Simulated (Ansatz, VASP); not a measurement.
**SrTiO3 in VASP and in Ansatz**

File POSCAR:

```
SrTiO3
1.0
    3.9364873115      0.0000000000      0.0000000000
    0.0000000000      3.9364873115      0.0000000000
    0.0000000000      0.0000000000      3.9364873115
Sr Ti O
1 1 3
Direct
    0.0000000000      0.0000000000      0.0000000000
    0.5000000000      0.5000000000      0.5000000000
    0.0000000000      0.5000000000      0.5000000000
    0.5000000000      0.0000000000      0.5000000000
    0.5000000000      0.5000000000      0.0000000000
```

The input INCAR.step1:

```
PREC = Accurate
ENCUT = 520
ISMEAR = 0
SIGMA = 0.02
LREAL = False
LASPH = True
NELM = 100
NBANDS = 28
GGA = PE
ALGO = Normal
EDIFF = 1E-4
LWAVE = True
LCHARG = False
```

Contents of INCAR.step2:

```
PREC = Accurate
ENCUT = 520
EDIFF = 1E-7
ISMEAR = 0
SIGMA = 0.02
LREAL = False
LASPH = True
NELM = 100
ALGO = Normal
ISIF = 2
LWAVE = False
LCHARG = False
METAGGA = R2SCAN
LMIXTAU = True
NBANDS = 28
ISTART = 1
```

The input KPOINTS:

```
regular mesh
0
Gamma
  8 8 8
```

Input for Ansatz:

```yaml
crystal:
  lattice:
    - [3.9364873115, 0.0, 0.0]
    - [0.0, 3.9364873115, 0.0]
    - [0.0, 0.0, 3.9364873115]
  atoms:
    - { symbol: Sr, position: [0.0, 0.0, 0.0] }
    - { symbol: Ti, position: [0.5, 0.5, 0.5] }
    - { symbol: O, position: [0.0, 0.5, 0.5] }
    - { symbol: O, position: [0.5, 0.0, 0.5] }
    - { symbol: O, position: [0.5, 0.5, 0.0] }
basis:
  ecutwfc: 500
kpoints:
  mp_grid: { grid: [8, 8, 8] }
  band_path:
    path:
      - [[0.0, 0.0, 0.0], [0.0, 0.5, 0.0], [0.5, 0.5, 0.0], [0.0, 0.0, 0.0], [0.5, 0.5, 0.5], [0.0, 0.5, 0.0]]
      - [[0.5, 0.5, 0.5], [0.5, 0.5, 0.0]]
    npoints: 14
hamiltonian:
  xc: r2scan
scf:
  occupations: { method: gaussian, width: 0.02 }
  n_extra_bands: 12
output:
  forces: true
  stress: true
  eigenvalues: true
  populations: true
  dos: { projected: true, de: 0.02, nscf_kmesh: { grid: [12, 12, 12] } }
  bader: true
  write_density: true
  write_potential: true
  elf: true
  volumetric_format: npy
```

Alike in both runs: task single point; functional r2SCAN; k mesh 8 × 8 × 8; occupations gaussian, width 0.02 eV; no spin polarisation.

```csv
,VASP,Ansatz
version,VASP 6.6.1,Ansatz 0.2.0
potentials or method,"VASP PAW PBE potentials, release 64 (Sr_sv, Ti_sv, O), cutoff 520 eV","scalar-relativistic, plane waves, PAW"
valence electrons in the cell,40,40
```

```tsv
	VASP	Ansatz	Ansatz less VASP
gap on the k mesh at the Fermi level (eV)	2.22	2.21	-0.013
least direct gap on the mesh (eV)	2.62	2.59	-0.029
pressure (GPa)	-3.2	-4.1	-0.85
```

VASP's potentials were made for PBE, not for r2SCAN.
